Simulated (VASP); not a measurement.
**Ta: single point with PBEsol**

Crystal: Ta.

```
Ta
1.0
     2.85763   -0.01738    0.41547
    -1.44387    2.50085    0.00000
     1.78002    1.02769    2.82673
Ta
1
Direct
  0.00000 0.00000 0.00000
```

```json
{
  "Program": "VASP 6.6.1",
  "Task": "single point",
  "Functional": "PBEsol",
  "Potentials or basis": "VASP PAW PBE potentials, release 64 (Ta_pv)",
  "Cutoff": "520 eV",
  "k mesh": "12 × 12 × 14",
  "Occupations": "gaussian, width 0.1 eV",
  "Spin": "no spin polarisation"
}
```

The pressure is 3.8 GPa.

Stress tensor (GPa, compression positive):
```
 0.37 -9.11 -0.74
-9.11 10.89 -0.43
-0.74 -0.43  0.05
```

Levels at points of the mesh, in eV from the Fermi level:
| k point | band 2 | band 3 | band 4 | band 5 | band 6 | band 7 | band 8 | band 9 | band 10 | band 11 |
| --- | --- | --- | --- | --- | --- | --- | --- | --- | --- | --- |
| (0.00, 0.00, 0.00) | -33.17 | -33.07 | -8.21 | -0.99 | 1.62 | 1.69 | 1.97 | 5.28 | 13.85 | 14.22 |
| (0.50, 0.00, 0.00) | -34.13 | -33.62 | -4.38 | -3.96 | 6.49 | 6.91 | 6.93 | 7.14 | 7.37 | 12.25 |
| (0.00, 0.50, 0.00) | -33.61 | -33.33 | -4.63 | -2.50 | 2.16 | 3.45 | 6.81 | 7.41 | 11.73 | 12.29 |
| (0.50, 0.50, 0.00) | -33.61 | -33.33 | -4.63 | -2.50 | 2.16 | 3.45 | 6.81 | 7.41 | 11.73 | 12.29 |
| (0.00, 0.00, 0.50) | -33.36 | -33.17 | -4.78 | 0.34 | 0.76 | 1.35 | 3.46 | 7.60 | 11.31 | 12.80 |
| (0.50, 0.00, 0.50) | -33.31 | -33.10 | -4.85 | 0.20 | 0.45 | 1.58 | 3.91 | 7.33 | 10.71 | 13.01 |
| (0.00, 0.50, 0.50) | -33.61 | -33.33 | -4.63 | -2.52 | 2.17 | 3.49 | 6.82 | 7.42 | 11.72 | 12.30 |
| (0.50, 0.50, 0.50) | -33.61 | -33.33 | -4.63 | -2.52 | 2.17 | 3.49 | 6.82 | 7.42 | 11.72 | 12.30 |

Run time: 92 s on 1 thread of Intel(R) Xeon(R) 6975P-C (Granite Rapids) (shared host), peak memory 0.32 GiB.

Caveat: the PAW data sets were made with another functional, which shifts forces and pressure a little; spin-orbit coupling is left out, which moves the levels of the heavy elements.
